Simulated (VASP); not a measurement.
**TePb: relaxation of cell and atoms with LDA**

TePb:

```xyz
2
Lattice="0.0000 3.2310 3.2310 3.2310 0.0000 3.2310 3.2310 3.2310 0.0000" Properties=species:S:1:pos:R:3 pbc="T T T"
Pb    0.0000    0.0000    0.0000
Te    3.2310    3.2310    3.2310
```

```
Program                : VASP 6.6.1
Task                   : relaxation of cell and atoms
Functional             : LDA
Potentials or basis    : VASP PAW LDA potentials, release 64 (Pb_d, Te)
Cutoff                 : 600 eV
k mesh                 : 7 × 7 × 7
Occupations            : fermi-dirac, width 0.05 eV
Spin                   : no spin polarisation
Dipole correction      : no
Further INCAR settings : ALGO = Normal; EDIFF = 1e-06; IBRION = 2; EDIFFG = -0.01; NSW = 80; ISIF = 3
```

* Relaxed volume: 32.52 Å³/atom
* Relaxed cell: a = 4.514 Å, b = 4.514 Å, c = 4.514 Å, α = 60.00°, β = 60.00°, γ = 60.00°
* Space group after relaxing (to 0.05 Å): Fm-3m (No. 225)
* Energy gained by relaxing: 6.4 meV/atom
* Ionic steps: 3
* Pressure after relaxing: 0.0 GPa

Step by step:
```csv
step,energy change (eV),largest force (eV/Å),pressure (GPa),volume (Å³)
1,0.0000,0.0000,-1.65,67.46
2,-0.0108,0.0000,0.72,64.13
3,-0.0128,0.0000,-0.01,65.05
```

Final structure:
```yaml
crystal:
  lattice:
    - [0.00000, 3.19201, 3.19201]
    - [3.19201, 0.00000, 3.19201]
    - [3.19201, 3.19201, 0.00000]
  atoms:
    - { symbol: Pb, position: [0.00000, 0.00000, 0.00000] }
    - { symbol: Te, position: [0.50000, 0.50000, 0.50000] }
```

Levels at points of the mesh, in eV from the Fermi level:
```
           k point  band 8  band 9  band 10  band 11  band 12  band 13
(0.00, 0.00, 0.00)   -1.81   -1.81    -1.81     3.70     3.70     3.70
```

Wall time 46 s on 1 thread of Intel(R) Xeon(R) Platinum 8259CL CPU @ 2.50GHz (Skylake/Cascade Lake), with other jobs on the host, peak memory 0.2 GiB.

Caveat: this odd mesh misses L, where the gap lies, so gap, dielectric constants and Born charges aren't listed; spin-orbit coupling is left out, which moves the levels of the heavy elements. LDA usually gives volumes a few per cent too small.
